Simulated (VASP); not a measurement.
# ZnS (R3m) in VASP: a series of runs

ZnS is run at these levels: PBEsol; tasks: single point.

Program: VASP 6.6.1. These are calculated values, not measurements. Logs are shortened: lines on timing, memory, paths and dates and some standing lists are left out, and cuts for length are marked.

## (1) The cell of the first run

The structure is trigonal, space group R3m (No. 160). Conventional cell: a = 3.702 Å, b = 3.702 Å, c = 27.287 Å, α = 90.00°, β = 90.00°, γ = 120.00°. Within 3.0 Å of Zn (site symmetry 3m) lie 4 S at 2.27 Å. Within 3.0 Å of Zn (site symmetry 3m) lie 4 S at 2.27 Å. Within 3.0 Å of Zn (site symmetry 3m) lie 4 S at 2.27 Å. S (site symmetry 3m) has 4 Zn at 2.27 Å within 3.0 Å. Within 3.0 Å of S (site symmetry 3m) lie 4 Zn at 2.27 Å. Within 3.0 Å of S (site symmetry 3m) lie 4 Zn at 2.27 Å.

## (2) Single point, PBEsol

File INCAR:

```
ALGO = Normal
EDIFF = 1E-7
ENCUT = 520
GGA = PS
ISIF = 2
ISMEAR = 1
LASPH = True
LCHARG = False
LREAL = False
LWAVE = False
NBANDS = 36
NELM = 60
PREC = Accurate
SIGMA = 0.01
```

File KPOINTS:

```
k-points
0
Gamma
  6 6 6
```

File POSCAR:

```
ZnS
1.0
    1.8509057846      1.0686209534      9.0955999628
   -1.8509057846      1.0686209534      9.0955999628
    0.0000000000     -2.1372419068      9.0955999628
Zn S
3 3
Direct
    0.9999711400      0.9999711400      0.9999711400
    0.2222694100      0.2222694100      0.2222694100
    0.4446134400      0.4446134400      0.4446134400
    0.0832671700      0.0832671700      0.0832671700
    0.5278423000      0.5278423000      0.5278423000
    0.3053625400      0.3053625400      0.3053625400
```

Potentials or basis: VASP PAW PBE potentials, release 64 (Zn, S).

On the command line:

```bash
$ cat potpaw_PBE.64/Zn/POTCAR potpaw_PBE.64/S/POTCAR > POTCAR
$ mpirun -np 1 vasp_std > vasp.out
```

OUTCAR:

```text
EDIFF = 1E-7
   ENCUT = 520
   GGA = PS
   ISIF = 2
   ISMEAR = 1
   LASPH = True
   LREAL = False
   NELM = 60
   PREC = Accurate

 ion  position               nearest neighbor table
   1  1.000  1.000  1.000-   6 2.27   6 2.27   6 2.27   4 2.27
   2  0.222  0.222  0.222-   6 2.27   5 2.27   5 2.27   5 2.27
   3  0.445  0.445  0.445-   4 2.27   4 2.27   4 2.27   5 2.27
   4  0.083  0.083  0.083-   3 2.27   3 2.27   3 2.27   1 2.27
   5  0.528  0.528  0.528-   2 2.27   2 2.27   2 2.27   3 2.27
   6  0.305  0.305  0.305-   2 2.27   1 2.27   1 2.27   1 2.27

  LATTYP: Found a trigonal (rhomboedric) cell.
 ALAT       =     9.3433260485
 COS(alpha) =     0.9215133826

  Lattice vectors:

 A1 = (   1.8509057846,   1.0686209534,   9.0955999628)
 A2 = (  -1.8509057846,   1.0686209534,   9.0955999628)
 A3 = (   0.0000000000,  -2.1372419068,   9.0955999628)

Analysis of symmetry for initial positions (statically):
=====================================================================
 Subroutine PRICEL returns:
 Original cell was already a primitive cell.

 Routine SETGRP: Setting up the symmetry group for a
 trigonal (rhombohedral) supercell.

 Subroutine GETGRP returns: Found  6 space group operations
 (whereof  6 operations were pure point group operations)
 out of a pool of 12 trial point group operations.

The static configuration has the point symmetry C_3v.

Analysis of symmetry for dynamics (positions and initial velocities):
=====================================================================
 Subroutine PRICEL returns:
 Original cell was already a primitive cell.

 Routine SETGRP: Setting up the symmetry group for a
 trigonal (rhombohedral) supercell.

 Subroutine GETGRP returns: Found  6 space group operations
 (whereof  6 operations were pure point group operations)
 out of a pool of 12 trial point group operations.

The dynamic configuration has the point symmetry C_3v.

 Subroutine INISYM returns: Found  6 space group operations
 (whereof  6 operations are pure point group operations),
 and found     1 'primitive' translations

----------------------------------------------------------------------------------------

                                     Primitive cell

  volume of cell :     107.9420

[... 97 lines left out ...]
   LREAL  =      F    real-space projection
   EDIFFG = 0.1E-05   stopping-criterion for IOM
   NSW    =      0    number of steps for IOM
   IBRION =     -1    ionic relax: 0-MD 1-quasi-New 2-CG
   NFREE  =      0    steps in history (QN), initial steepest desc. (CG)
   ISIF   =      2    stress and relaxation
   ISYM   =      2    0-nonsym 1-usesym 2-fastsym
   POTIM  = 0.5000    time-step for ionic-motion
   TEBEG  =    0.0;   TEEND  =   0.0 temperature during run
   PSTRESS=    0.0 pullay stress
   NELECT =      54.0000    total number of electrons
   NUPDOWN=      -1.0000    fix difference up-down
   EMIN   =  10.00;   EMAX   =-10.00  energy-range for DOS
   EFERMI =   0.00;   METHOD = LEGACY
   ISMEAR =     1;   SIGMA  =   0.01  broadening in eV -4-tet -1-fermi 0-gaus
   EFERMI_NEDOS =   21; number of points for ismear=-14 and -15
   IALGO  =     38    algorithm
   IMIX   =      4    mixing-type and parameters
     AMIX     =   0.40;   BMIX     =  1.00
     AMIX_MAG =   1.60;   BMIX_MAG =  1.00
  volume/ion in A,a.u.               =      17.99       121.40
  Fermi-wavevector in a.u.,A,eV,Ry     =   1.299599  2.455885 22.979647  1.688956
  Thomas-Fermi vector in A             =   2.430852
   LORBIT       =      0    0 simple, 1 ext, 2 COOP (PROOUT), +10 PAW based schemes
   GGA     = PS    functional components
   LHFCALC =     F    Hartree Fock is set to
   AEXX    =    0.0000 exact exchange contribution
   IVDW    =     0    specifies the selected vdW correction
   LEPSILON=     F    determine dielectric tensor
   LRPA    =     F    only Hartree local field effects (RPA)
 non-spin polarized calculation
 Methfessel and Paxton  Order N= 1 SIGMA  =   0.01
  energy-cutoff  :      520.00
  volume of cell :      107.94
 maximum number of plane-waves:      2926
 NGX is ok and might be reduce to    70
   NGX = 35   NGY = 35   NGZ = 35

 number of electron      53.9999999 magnetization

 Free energy of the ion-electron system (eV)
  ---------------------------------------------------
  ext. energy  EPLUGINS =         0.00000000
  ---------------------------------------------------
  free energy    TOTEN  =       -22.60819750 eV

  energy without entropy =      -22.60820287  energy(sigma->0) =      -22.60819929

 E-fermi :   2.9462     XC(G=0): -10.2835

 val. band max:        2.9378036158   @ k =   0.0000   0.0000   0.0000
 cond. band min:       5.3769698624   @ k =   0.0000   0.0000   0.0000
 fundamental gap:      2.4391662466
 Fermi energy:         2.9462224370

 k-point     1 :       0.0000    0.0000    0.0000
  band No.  band energies     occupation
      1     -10.9299      2.00000
      2     -10.1347      2.00000
      3     -10.1247      2.00000
      4      -3.8639      2.00000
      5      -3.8514      2.00000
      6      -3.8514      2.00000
[... 925 lines left out ...]
     35      10.5870      0.00000
     36      11.8146      0.00000

 [... further k-points ...]

------------------------ aborting loop because EDIFF is reached ----------------------------------------

  FORCE on cell =-STRESS in cart. coord.  units (eV):
  Direction    XX          YY          ZZ          XY          YZ          ZX
  --------------------------------------------------------------------------------------
  -------------------------------------------------------------------------------------
  Total        4.2072427      4.2072427      4.2868764      0.0000000      0.0000000     -0.0000000
  in kB       62.4478581     62.4478581     63.6298565      0.0000000      0.0000000     -0.0000000
  external PRESSURE =      62.8418576 kB  Pullay stress =       0.0000000 kB

 VOLUME and BASIS-vectors are now :
 -----------------------------------------------------------------------------
  energy-cutoff  :      520.00
  volume of cell :      107.94
      direct lattice vectors                 reciprocal lattice vectors
     1.850905785  1.068620953  9.095599963     0.270138007  0.155964251  0.036647757
    -1.850905785  1.068620953  9.095599963    -0.270138007  0.155964251  0.036647757
     0.000000000 -2.137241907  9.095599963     0.000000000 -0.311928502  0.036647757

 POSITION                                       TOTAL-FORCE (eV/Angst)
 -----------------------------------------------------------------------------------
      0.00000      0.00000     27.28601         0.000000      0.000000      0.007851
      0.00000      0.00000      6.06502         0.000000      0.000000      0.016584
      0.00000      0.00000     12.13208         0.000000      0.000000      0.003576
      0.00000      0.00000      2.27209         0.000000      0.000000     -0.014306
      0.00000      0.00000     14.40313         0.000000      0.000000     -0.010876
      0.00000      0.00000      8.33237         0.000000      0.000000     -0.002830
 -----------------------------------------------------------------------------------
    total drift:                                0.000000      0.000000     -0.000166

  FREE ENERGIE OF THE ION-ELECTRON SYSTEM (eV)
  ---------------------------------------------------
  free  energy   TOTEN  =       -22.6081975014 eV

  energy  without entropy=      -22.6082028698  energy(sigma->0) =      -22.60819929
```

OSZICAR:

```text
N       E                     dE             d eps       ncg     rms          rms(c)
DAV:   1     0.421845776048E+03    0.42185E+03   -0.25537E+04  2304   0.187E+03
DAV:   2     0.270403348333E+02   -0.39481E+03   -0.37921E+03  2312   0.414E+02
DAV:   3    -0.220432999318E+02   -0.49084E+02   -0.48457E+02  2600   0.140E+02
DAV:   4    -0.238530519164E+02   -0.18098E+01   -0.18038E+01  2780   0.268E+01
DAV:   5    -0.238805931313E+02   -0.27541E-01   -0.27527E-01  2756   0.335E+00    0.139E+01
DAV:   6    -0.226068626843E+02    0.12737E+01   -0.30405E+00  3212   0.460E+01    0.105E+01
DAV:   7    -0.226511099748E+02   -0.44247E-01   -0.30459E+00  2516   0.865E+00    0.382E+00
DAV:   8    -0.226141014434E+02    0.37009E-01   -0.94099E-02  3112   0.243E+00    0.111E+00
DAV:   9    -0.226079767657E+02    0.61247E-02   -0.50608E-02  2996   0.203E+00    0.316E-01
DAV:  10    -0.226080269461E+02   -0.50180E-04   -0.18690E-03  2868   0.624E-01    0.218E-01
DAV:  11    -0.226081836248E+02   -0.15668E-03   -0.38198E-04  3120   0.404E-01    0.831E-02
DAV:  12    -0.226081929524E+02   -0.93276E-05   -0.10477E-04  2772   0.326E-01    0.301E-02
DAV:  13    -0.226081950430E+02   -0.20907E-05   -0.22547E-05  2776   0.344E-02    0.137E-02
DAV:  14    -0.226081967144E+02   -0.16714E-05   -0.22685E-06  3156   0.211E-02    0.700E-03
DAV:  15    -0.226081975670E+02   -0.85265E-06   -0.22203E-06  2504   0.303E-02    0.419E-03
DAV:  16    -0.226081975014E+02    0.65683E-07   -0.48229E-07  2800   0.816E-03
   1 F= -.22608198E+02 E0= -.22608199E+02  d E =0.536843E-05
```

Wall time 7.2 min (1 thread of Intel Xeon 6975P-C (Granite Rapids), shared host); peak memory 0.67 GiB.

Results:

```yaml
Free_energy: -22.6082 eV
Pressure: 6.3 GPa
Largest_force: 0.017 eV/Å
Band_gap_on_the_k_mesh: 2.44 eV
```

Forces on the atoms (eV/Å):
```
Zn   0.000  0.000  0.008
Zn   0.000  0.000  0.017
Zn   0.000  0.000  0.004
S    0.000  0.000 -0.014
S    0.000  0.000 -0.011
S    0.000  0.000 -0.003
```

Levels at points of the mesh, in eV from the valence-band top:
| k point | band 25 | band 26 | band 27 | band 28 | band 29 | band 30 |
| --- | --- | --- | --- | --- | --- | --- |
| (0.00, 0.00, 0.00) | -0.07 | 0.00 | 0.00 | 2.44 | 3.37 | 3.53 |
| (0.50, 0.00, 0.00) | -2.25 | -1.53 | -1.03 | 3.14 | 3.74 | 3.97 |
| (0.50, 0.50, 0.00) | -1.48 | -1.48 | -1.48 | 3.20 | 3.40 | 4.22 |
| (0.50, 0.50, 0.50) | -0.29 | -0.28 | -0.28 | 3.20 | 3.51 | 3.68 |

Caveat: the cell stands under pressure; the PAW data sets were made with another functional, which shifts forces and pressure a little.

## (3) Single point, PBEsol

This run uses another cell than the first one, of 18.51 Å³/atom.

File INCAR:

```
PREC = Accurate
ENCUT = 520
EDIFF = 1E-6
ISMEAR = 1
SIGMA = 0.01
LREAL = F
LASPH = T
NELM = 80
ALGO = Normal
ISIF = 2
LWAVE = F
LCHARG = F
GGA = PS
NBANDS = 36
```

File KPOINTS:

```
regular mesh
0
Gamma
  6 6 6
```

Edit POSCAR of step 2 so:

```diff
@@ -2,5 +2,5 @@
 1.0
-    1.8509057846      1.0686209534      9.0955999628
-   -1.8509057846      1.0686209534      9.0955999628
-    0.0000000000     -2.1372419068      9.0955999628
+    1.8686188780      1.0788476126      9.1826444859
+   -1.8686188780      1.0788476126      9.1826444859
+    0.0000000000     -2.1576952252      9.1826444859
 Zn S
```

Potentials or basis: VASP PAW PBE potentials, release 64 (Zn, S).

On the command line:

```bash
$ cat potpaw_PBE.64/Zn/POTCAR potpaw_PBE.64/S/POTCAR > POTCAR
$ mpirun -np 1 vasp_std > vasp.out
```

Run time: 7.3 min. Hardware: 1 thread of Intel Xeon 6975P-C (Granite Rapids), shared host; peak memory 0.65 GiB.

It converged, with:

```yaml
Free_energy: -22.7034 eV
Pressure: 3.5 GPa
Largest_force: 0.010 eV/Å
Band_gap_on_the_k_mesh: 2.31 eV
```

Forces on the atoms (eV/Å):
```
Zn   0.000  0.000  0.005
Zn   0.000  0.000  0.010
Zn   0.000  0.000 -0.001
S    0.000  0.000 -0.008
S    0.000  0.000 -0.007
S    0.000  0.000  0.001
```

Levels at points of the mesh, in eV from the valence-band top:
| k point | band 24 | band 25 | band 26 | band 27 | band 28 | band 29 | band 30 | band 31 |
| --- | --- | --- | --- | --- | --- | --- | --- | --- |
| (0.00, 0.00, 0.00) | -0.76 | -0.06 | 0.00 | 0.00 | 2.31 | 3.32 | 3.48 | 6.18 |
| (0.50, 0.00, 0.00) | -2.16 | -2.15 | -1.46 | -0.98 | 3.16 | 3.76 | 3.96 | 4.80 |
| (0.50, 0.50, 0.00) | -2.09 | -1.41 | -1.41 | -1.41 | 3.21 | 3.45 | 4.20 | 4.91 |
| (0.50, 0.50, 0.50) | -0.28 | -0.28 | -0.27 | -0.27 | 3.15 | 3.40 | 3.56 | 6.19 |

Caveat: the cell stands under pressure; the PAW data sets were made with another functional, which shifts forces and pressure a little. A k mesh can miss the band edges.
